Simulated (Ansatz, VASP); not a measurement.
## Co: VASP beside Ansatz

```
CELL_PARAMETERS angstrom
2.47259 0.00000 0.00000
-1.23629 2.14132 0.00000
0.00000 0.00000 3.98322
ATOMIC_POSITIONS crystal
Co 0.33333 0.66667 0.25000
Co 0.66667 0.33333 0.75000
```

Alike in both runs: functional revPBE; k mesh 14 × 14 × 8; occupations fermi-dirac, width 0.1 eV; no spin polarisation.

Ansatz relaxed the structure, and its values are those at the end. VASP's run is a single point on that final structure, the one shown.

|  | VASP | Ansatz |
| --- | --- | --- |
| version | VASP 6.6.1 | Ansatz 0.2.0 |
| potentials or method | VASP PAW PBE potentials, release 64 (Co), cutoff 520 eV | plane waves (420 eV) with PAW, scalar-relativistic |
| valence electrons in the cell | 18 | 34 |

```csv
,VASP,Ansatz,Ansatz less VASP
pressure (GPa),-0.6,0.0,+0.58
```

VASP's potentials were made for PBE, not for revPBE. VASP's potentials hold 18 valence electrons a cell and Ansatz's 34, so a difference there can come from the potentials and not from the codes.
